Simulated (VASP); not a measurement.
# CdO (Fm-3m) in VASP: a series of runs

CdO is run at these levels: PBEsol, b88 exchange, pbe correlation; tasks: single point.

Everything below comes from runs of VASP 6.6.1. Logs are shortened: lines on timing, memory, paths and dates and some standing lists are left out, and cuts for length are marked.

## Step 1: The cell of the first run

The structure is cubic, space group Fm-3m (No. 225). The conventional cell has a = 4.699 Å, b = 4.699 Å, c = 4.699 Å, α = 90.00°, β = 90.00°, γ = 90.00°. Cd (site symmetry m-3m) has 6 O at 2.35 Å within 3.1 Å. O (site symmetry m-3m) has 6 Cd at 2.35 Å within 3.1 Å.

## Step 2: Single point, PBEsol

INCAR

```
SYSTEM = CdO
ALGO = Normal
EDIFF = 1E-6
ENCUT = 600
GGA = PS
GGA_COMPAT = .FALSE.
ISIF = 2
ISMEAR = -1
LASPH = .TRUE.
LCHARG = .FALSE.
LREAL = .FALSE.
LWAVE = .FALSE.
NBANDS = 16
NELM = 120
PREC = Accurate
SIGMA = 0.05
```

KPOINTS

```
k-points
0
G
  8 8 8
  0 0 0
```

POSCAR

```
CdO
1.0
    0.0000000000      2.3495000000      2.3495000000
    2.3495000000      0.0000000000      2.3495000000
    2.3495000000      2.3495000000      0.0000000000
Cd O
1 1
Direct
    0.0000000000      0.0000000000      0.0000000000
    0.5000000000      0.5000000000      0.5000000000
```

Potentials or basis: VASP PAW PBE potentials, release 64 (Cd, O).

Started as:

```sh
$ cat potpaw_PBE.64/Cd/POTCAR potpaw_PBE.64/O/POTCAR > POTCAR
$ mpirun -np 1 vasp_std > vasp.out
```

OUTCAR:

```text
SYSTEM = CdO
   EDIFF = 1E-6
   ENCUT = 600
   GGA = PS
   ISIF = 2
   ISMEAR = -1
   LASPH = .TRUE.
   LREAL = .FALSE.
   NELM = 120
   PREC = Accurate

 ion  position               nearest neighbor table
   1  0.000  0.000  0.000-   2 2.35   2 2.35   2 2.35   2 2.35   2 2.35   2 2.35
   2  0.500  0.500  0.500-   1 2.35   1 2.35   1 2.35   1 2.35   1 2.35   1 2.35

  LATTYP: Found a face centered cubic cell.
 ALAT       =     4.6990000000

  Lattice vectors:

 A1 = (   0.0000000000,   2.3495000000,   2.3495000000)
 A2 = (   2.3495000000,   0.0000000000,   2.3495000000)
 A3 = (   2.3495000000,   2.3495000000,   0.0000000000)

Analysis of symmetry for initial positions (statically):
=====================================================================
 Subroutine PRICEL returns:
 Original cell was already a primitive cell.

 Routine SETGRP: Setting up the symmetry group for a
 face centered cubic supercell.

 Subroutine GETGRP returns: Found 48 space group operations
 (whereof 48 operations were pure point group operations)
 out of a pool of 48 trial point group operations.

The static configuration has the point symmetry O_h .

Analysis of symmetry for dynamics (positions and initial velocities):
=====================================================================
 Subroutine PRICEL returns:
 Original cell was already a primitive cell.

 Routine SETGRP: Setting up the symmetry group for a
 face centered cubic supercell.

 Subroutine GETGRP returns: Found 48 space group operations
 (whereof 48 operations were pure point group operations)
 out of a pool of 48 trial point group operations.

The dynamic configuration has the point symmetry O_h .

 Subroutine INISYM returns: Found 48 space group operations
 (whereof 48 operations are pure point group operations),
 and found     1 'primitive' translations

----------------------------------------------------------------------------------------

                                     Primitive cell

  volume of cell :      25.9392

  direct lattice vectors                    reciprocal lattice vectors
     0.000000000  2.349500000  2.349500000    -0.212811236  0.212811236  0.212811236
     2.349500000  0.000000000  2.349500000     0.212811236 -0.212811236  0.212811236
     2.349500000  2.349500000  0.000000000     0.212811236  0.212811236 -0.212811236

  length of vectors
     3.322694765  3.322694765  3.322694765     0.368599874  0.368599874  0.368599874

  position of ions in fractional coordinates (direct lattice)
     0.000000000  0.000000000  0.000000000
     0.500000000  0.500000000  0.500000000

  ion indices of the primitive-cell ions
   primitive index   ion index
                 1           1
                 2           2

----------------------------------------------------------------------------------------

 KPOINTS: k-points

Automatic generation of k-mesh.
 Grid dimensions read from file:
 generate k-points for:    8    8    8

 Generating k-lattice:

  Cartesian coordinates                     Fractional coordinates (reciprocal lattice)
    -0.026601405  0.026601405  0.026601405     0.125000000  0.000000000  0.000000000
     0.026601405 -0.026601405  0.026601405     0.000000000  0.125000000  0.000000000
     0.026601405  0.026601405 -0.026601405     0.000000000  0.000000000  0.125000000

  Length of vectors
     0.046074984  0.046074984  0.046074984

  Shift w.r.t. Gamma in fractional coordinates (k-lattice)
     0.000000000  0.000000000  0.000000000

 Subroutine IBZKPT returns following result:
 ===========================================

 Found     29 irreducible k-points:

 Following reciprocal coordinates:
            Coordinates               Weight
  0.000000  0.000000  0.000000      1.000000
  0.125000  0.000000  0.000000      8.000000
  0.250000  0.000000  0.000000      8.000000
  0.375000  0.000000  0.000000      8.000000
  0.500000  0.000000  0.000000      4.000000
  0.125000  0.125000  0.000000      6.000000
[... 16 lines left out ...]
  0.500000  0.250000  0.125000     48.000000
 -0.375000  0.250000  0.125000     24.000000
 [... further k-points ...]
   k-points           NKPTS =     29   k-points in BZ     NKDIM =     29   number of bands    NBANDS=     16
   number of dos      NEDOS =    301   number of ions     NIONS =      2
   total plane-waves  NPLWV =  21952
   dimension x,y,z NGX =    28 NGY =   28 NGZ =   28
   dimension x,y,z NGXF=    56 NGYF=   56 NGZF=   56
   ions per type =               1   1
   NGX,Y,Z   is equivalent  to a cutoff of  14.01, 14.01, 14.01 a.u.
   NGXF,Y,Z  is equivalent  to a cutoff of  28.02, 28.02, 28.02 a.u.
 SYSTEM =  CdO
   PREC   = accura    normal or accurate (medium, high low for compatibility)
   ISTART =      0    job   : 0-new  1-cont  2-samecut
   ICHARG =      2    charge: 1-file 2-atom 10-const
   ISPIN  =      1    spin polarized calculation?
   LNONCOLLINEAR =      F non collinear calculations
   LSORBIT =      F    spin-orbit coupling
   LASPH  =      T    aspherical Exc in radial PAW
   ENCUT  =  600.0 eV  44.10 Ry    6.64 a.u.   6.64  6.64  6.64*2*pi/ulx,y,z
   NELM   =    120;   NELMIN=  2; NELMDL= -5     # of ELM steps
   EDIFF  = 0.1E-05   stopping-criterion for ELM
   LREAL  =      F    real-space projection
   EDIFFG = 0.1E-04   stopping-criterion for IOM
   NSW    =      0    number of steps for IOM
   IBRION =     -1    ionic relax: 0-MD 1-quasi-New 2-CG
   NFREE  =      0    steps in history (QN), initial steepest desc. (CG)
   ISIF   =      2    stress and relaxation
   ISYM   =      2    0-nonsym 1-usesym 2-fastsym
   POTIM  = 0.5000    time-step for ionic-motion
   TEBEG  =    0.0;   TEEND  =   0.0 temperature during run
   PSTRESS=    0.0 pullay stress
   NELECT =      18.0000    total number of electrons
   NUPDOWN=      -1.0000    fix difference up-down
   EMIN   =  10.00;   EMAX   =-10.00  energy-range for DOS
   EFERMI =   0.00;   METHOD = LEGACY
   ISMEAR =    -1;   SIGMA  =   0.05  broadening in eV -4-tet -1-fermi 0-gaus
   EFERMI_NEDOS =   21; number of points for ismear=-14 and -15
   IALGO  =     38    algorithm
   IMIX   =      4    mixing-type and parameters
     AMIX     =   0.40;   BMIX     =  1.00
     AMIX_MAG =   1.60;   BMIX_MAG =  1.00
  volume/ion in A,a.u.               =      12.97        87.52
  Fermi-wavevector in a.u.,A,eV,Ry     =   1.449373  2.738918 28.581522  2.100683
  Thomas-Fermi vector in A             =   2.567107
   LORBIT       =      0    0 simple, 1 ext, 2 COOP (PROOUT), +10 PAW based schemes
   GGA     = PS    functional components
   LHFCALC =     F    Hartree Fock is set to
   AEXX    =    0.0000 exact exchange contribution
   IVDW    =     0    specifies the selected vdW correction
   LEPSILON=     F    determine dielectric tensor
   LRPA    =     F    only Hartree local field effects (RPA)
 non-spin polarized calculation
  energy-cutoff  :      600.00
  volume of cell :       25.94
 maximum number of plane-waves:       893
   NGX = 13   NGY = 13   NGZ = 13

 number of electron      18.0000002 magnetization

 Free energy of the ion-electron system (eV)
  ---------------------------------------------------
  ext. energy  EPLUGINS =         0.00000000
  ---------------------------------------------------
  free energy    TOTEN  =        -8.50685282 eV

  energy without entropy =       -8.50592174  energy(sigma->0) =       -8.50638728

 E-fermi :   2.0258     XC(G=0): -11.9636

 val. band max:        1.8823289007   @ k =   0.5000   0.0000   0.0000
 cond. band min:       2.7510033413   @ k =   0.1250   0.0000   0.0000
 fundamental gap:      0.8686744405
 Fermi energy:         2.0258464103

 k-point     1 :       0.0000    0.0000    0.0000
  band No.  band energies     occupation
      1     -15.4435      2.00000
      2      -4.7779      2.00000
      3      -4.7779      2.00000
      4      -4.7779      2.00000
      5      -4.4733      2.00000
      6      -4.4733      2.00000
[... 8 lines left out ...]
     15      19.9462      0.00000
     16      19.9462      0.00000

 k-point     2 :       0.1250    0.0000    0.0000
  band No.  band energies     occupation
      1     -15.3341      2.00000
      2      -4.8480      2.00000
      3      -4.7676      2.00000
      4      -4.7676      2.00000
      5      -4.5628      2.00000
      6      -4.5628      2.00000
[... 8 lines left out ...]
     15      20.3336      0.00000
     16      20.3336      0.00000

 k-point     3 :       0.2500    0.0000    0.0000
  band No.  band energies     occupation
      1     -15.0563      2.00000
      2      -5.1282      2.00000
      3      -5.0108      2.00000
      4      -5.0108      2.00000
      5      -4.4666      2.00000
      6      -4.4666      2.00000
[... 8 lines left out ...]
     15      21.2689      0.00000
     16      21.2689      0.00000

 k-point     4 :       0.3750    0.0000    0.0000
  band No.  band energies     occupation
      1     -14.7549      2.00000
      2      -5.5710      2.00000
      3      -5.2868      2.00000
      4      -5.2868      2.00000
      5      -4.2899      2.00000
      6      -4.2899      2.00000
[... 8 lines left out ...]
     15      22.6614      0.00000
     16      22.6614      0.00000

 k-point     5 :       0.5000    0.0000    0.0000
  band No.  band energies     occupation
      1     -14.6217      2.00000
      2      -5.7930      2.00000
      3      -5.3942      2.00000
      4      -5.3942      2.00000
      5      -4.2125      2.00000
      6      -4.2125      2.00000
[... 8 lines left out ...]
     15      22.9788      0.00000
     16      23.7655      0.00000

 k-point     6 :       0.1250    0.1250    0.0000
  band No.  band energies     occupation
      1     -15.3045      2.00000
      2      -4.8492      2.00000
      3      -4.8029      2.00000
      4      -4.7195      2.00000
      5      -4.7195      2.00000
      6      -4.4340      2.00000
[... 8 lines left out ...]
     15      21.0391      0.00000
     16      22.7323      0.00000

 k-point     7 :       0.2500    0.1250    0.0000
  band No.  band energies     occupation
      1     -15.1007      2.00000
      2      -5.1113      2.00000
      3      -4.9623      2.00000
      4      -4.7683      2.00000
      5      -4.6015      2.00000
      6      -4.3794      2.00000
[... 8 lines left out ...]
     15      21.5952      0.00000
     16      23.4906      0.00000

 k-point     8 :       0.3750    0.1250    0.0000
  band No.  band energies     occupation
      1     -14.8274      2.00000
      2      -5.3921      2.00000
      3      -5.1792      2.00000
      4      -5.0336      2.00000
      5      -4.4304      2.00000
      6      -4.2427      2.00000
[... 8 lines left out ...]
     15      21.9274      0.00000
     16      24.0492      0.00000

 k-point     9 :       0.5000    0.1250    0.0000
  band No.  band energies     occupation
      1     -14.6460      2.00000
      2      -5.6100      2.00000
      3      -5.2883      2.00000
      4      -5.2595      2.00000
      5      -4.2685      2.00000
      6      -4.1951      2.00000
[... 8 lines left out ...]
     15      21.9782      0.00000
     16      23.7610      0.00000
[... 172 lines left out ...]
 k-point    19 :       0.5000    0.3750    0.0000
  band No.  band energies     occupation
      1     -14.7551      2.00000
      2      -5.2124      2.00000
      3      -4.4276      2.00000
      4      -4.4002      2.00000
      5      -4.1046      2.00000
      6      -4.0436      2.00000
[... 8 lines left out ...]
     15      25.3524      0.00000
     16      25.7818      0.00000

 k-point    20 :      -0.3750    0.3750    0.0000
  band No.  band energies     occupation
      1     -14.6844      2.00000
      2      -5.2347      2.00000
      3      -4.7737      2.00000
      4      -4.6124      2.00000
      5      -4.1616      2.00000
      6      -4.0567      2.00000
[... 8 lines left out ...]
     15      23.6701      0.00000
     16      26.2425      0.00000

 k-point    21 :       0.5000    0.5000    0.0000
  band No.  band energies     occupation
      1     -14.7762      2.00000
      2      -5.2525      2.00000
      3      -4.2001      2.00000
      4      -4.0689      2.00000
      5      -4.0689      2.00000
      6      -3.7555      2.00000
[... 8 lines left out ...]
     15      24.8949      0.00000
     16      27.6031      0.00000

 k-point    22 :       0.3750    0.2500    0.1250
  band No.  band energies     occupation
      1     -14.9168      2.00000
      2      -5.2520      2.00000
      3      -5.0188      2.00000
      4      -4.9088      2.00000
      5      -4.4961      2.00000
      6      -4.2312      2.00000
[... 8 lines left out ...]
     15      23.2469      0.00000
     16      23.6978      0.00000

 k-point    23 :       0.5000    0.2500    0.1250
  band No.  band energies     occupation
      1     -14.7266      2.00000
      2      -5.3339      2.00000
      3      -5.1441      2.00000
      4      -5.0209      2.00000
      5      -4.3438      2.00000
      6      -4.1541      2.00000
[... 8 lines left out ...]
     15      22.4447      0.00000
     16      24.0960      0.00000

 k-point    24 :      -0.3750    0.2500    0.1250
  band No.  band energies     occupation
      1     -14.6459      2.00000
      2      -5.4137      2.00000
      3      -5.1036      2.00000
      4      -5.0994      2.00000
      5      -4.2156      2.00000
      6      -4.2056      2.00000
[... 8 lines left out ...]
     15      21.2551      0.00000
     16      24.7380      0.00000

 [... further k-points ...]

------------------------ aborting loop because EDIFF is reached ----------------------------------------

  FORCE on cell =-STRESS in cart. coord.  units (eV):
  Direction    XX          YY          ZZ          XY          YZ          ZX
  --------------------------------------------------------------------------------------
  -------------------------------------------------------------------------------------
  Total        0.0875012      0.0875012      0.0875012      0.0000000      0.0000000      0.0000000
  in kB        5.4046565      5.4046565      5.4046565      0.0000000      0.0000000      0.0000000
  external PRESSURE =       5.4046565 kB  Pullay stress =       0.0000000 kB

 VOLUME and BASIS-vectors are now :
 -----------------------------------------------------------------------------
  energy-cutoff  :      600.00
  volume of cell :       25.94
      direct lattice vectors                 reciprocal lattice vectors
     0.000000000  2.349500000  2.349500000    -0.212811236  0.212811236  0.212811236
     2.349500000  0.000000000  2.349500000     0.212811236 -0.212811236  0.212811236
     2.349500000  2.349500000  0.000000000     0.212811236  0.212811236 -0.212811236

 POSITION                                       TOTAL-FORCE (eV/Angst)
 -----------------------------------------------------------------------------------
      0.00000      0.00000      0.00000         0.000000      0.000000      0.000000
      2.34950      2.34950      2.34950        -0.000000     -0.000000     -0.000000
 -----------------------------------------------------------------------------------
    total drift:                                0.000000      0.000000      0.000000

  FREE ENERGIE OF THE ION-ELECTRON SYSTEM (eV)
  ---------------------------------------------------
  free  energy   TOTEN  =        -8.5068528169 eV

  energy  without entropy=       -8.5059217394  energy(sigma->0) =       -8.50638728
```

Run time: 28 s. Hardware: 1 thread of Intel Xeon Platinum 8259CL at 2.50GHz (Skylake/Cascade Lake), shared host; peak memory 0.16 GiB.

What came out:

| Property | Result |
| --- | --- |
| Free energy | -8.5069 eV |
| Pressure | 0.5 GPa |
| Band gap on the k mesh | zero (bands 9 and 10 overlap by 0.53 eV) |

Caveat: semilocal functionals underestimate gaps, and a narrow one can read as zero; the PAW data sets were made with another functional, which shifts forces and pressure a little.

## Step 3: Single point, b88 exchange, pbe correlation

This run uses another cell than the first one, of 12.19 Å³/atom.

INCAR

```
SYSTEM = CdO
  PREC = Accurate
  ENCUT = 600
  EDIFF = 1E-6
  ISMEAR = -1
  SIGMA = 0.05
  LREAL = .FALSE.
  LASPH = .TRUE.
  NELM = 120
  ALGO = Normal
  ISIF = 2
  LWAVE = .FALSE.
  LCHARG = .FALSE.
  GGA = LIBXC
  LIBXC1 = GGA_X_B88
  LIBXC2 = GGA_C_PBE
  NBANDS = 16
  GGA_COMPAT = .FALSE.
```

KPOINTS

```
regular mesh
0
G
  10 10 10
  0 0 0
```

POSCAR

```
CdO
1.0
    0.0000000000      2.3015375624      2.3015375624
    2.3015375624      0.0000000000      2.3015375624
    2.3015375624      2.3015375624      0.0000000000
Cd O
1 1
Direct
    0.0000000000      0.0000000000      0.0000000000
    0.5000000000      0.5000000000      0.5000000000
```

Potentials or basis: VASP PAW PBE potentials, release 64 (Cd, O).

Started as:

```sh
$ cat potpaw_PBE.64/Cd/POTCAR potpaw_PBE.64/O/POTCAR > POTCAR
$ mpirun -np 1 vasp_std > vasp.out
```

Wall time 52 s (1 thread of Intel Xeon 8259CL, shared host); peak memory 0.17 GiB.

The run converged. Its results:

- Free energy: -7.3075 eV
- Pressure: 18.3 GPa
- Band gap on the k mesh: zero (bands 9 and 10 overlap by 0.30 eV)

Levels at points of the mesh, in eV from the Fermi level:
| k point | band 5 | band 6 | band 7 | band 8 | band 9 | band 10 | band 11 | band 12 | band 13 | band 14 |
| --- | --- | --- | --- | --- | --- | --- | --- | --- | --- | --- |
| (0.00, 0.00, 0.00) | -6.66 | -6.66 | -1.74 | -1.74 | -1.74 | -0.46 | 14.95 | 17.32 | 17.32 | 17.32 |
| (0.50, 0.00, 0.00) | -6.37 | -6.37 | -4.12 | -0.16 | -0.16 | 4.33 | 7.59 | 12.11 | 12.11 | 18.27 |
| (0.50, 0.50, 0.00) | -6.21 | -5.80 | -4.95 | -2.79 | -2.79 | 3.98 | 8.67 | 11.32 | 13.74 | 13.74 |

Caveat: the cell stands under pressure; semilocal functionals underestimate gaps, and a narrow one can read as zero; the PAW data sets were made with another functional, which shifts forces and pressure a little.

## Step 4: Single point, b88 exchange, pbe correlation

This run uses another cell than the first one, of 12.45 Å³/atom.

INCAR

```
SYSTEM = CdO
ALGO = Normal ; EDIFF = 1E-6
ENCUT = 600 ; GGA = LIBXC
GGA_COMPAT = .False. ; ISIF = 2
ISMEAR = -1 ; LASPH = .True.
LCHARG = .True. ; LELF = .True.
LIBXC1 = GGA_X_B88 ; LIBXC2 = GGA_C_PBE
LREAL = .False. ; LVHAR = .True.
LWAVE = .False. ; NBANDS = 16
NELM = 120 ; PREC = Accurate
SIGMA = 0.05
```

KPOINTS

```
k-points
0
Gamma
  10 10 10
  0 0 0
```

POSCAR

```
CdO
1.0
    0.0000000000      2.3177461075      2.3177461075
    2.3177461075      0.0000000000      2.3177461075
    2.3177461075      2.3177461075      0.0000000000
Cd O
1 1
Direct
    0.0000000000      0.0000000000      0.0000000000
    0.5000000000      0.5000000000      0.5000000000
```

Started as:

```sh
$ cat potpaw_PBE.64/Cd/POTCAR potpaw_PBE.64/O/POTCAR > POTCAR
$ mpirun -np 1 vasp_std > vasp.out
```

Run time: 46 s. Hardware: 1 thread of Intel Xeon 8259CL, shared host; peak memory 0.17 GiB.

The run converged. Its results:

| Quantity | Value |
| --- | --- |
| Free energy | -7.3610 eV |
| Pressure | 14.1 GPa |
| Band gap on the k mesh | zero (bands 9 and 10 overlap by 0.34 eV) |

Levels at points of the mesh, in eV from the Fermi level:
| k point | band 7 | band 8 | band 9 | band 10 | band 11 | band 12 |
| --- | --- | --- | --- | --- | --- | --- |
| (0.00, 0.00, 0.00) | -1.65 | -1.65 | -1.65 | -0.50 | 14.93 | 17.18 |
| (0.50, 0.00, 0.00) | -4.07 | -0.16 | -0.16 | 4.32 | 7.44 | 12.01 |
| (0.50, 0.50, 0.00) | -4.79 | -2.67 | -2.67 | 3.89 | 8.58 | 11.24 |

Caveat: the cell stands under pressure; semilocal functionals underestimate gaps, and a narrow one can read as zero; the PAW data sets were made with another functional, which shifts forces and pressure a little.

[end of part 1 of 2]

The gap in the log of VASP goes by the Fermi energy; the results here count the filled bands.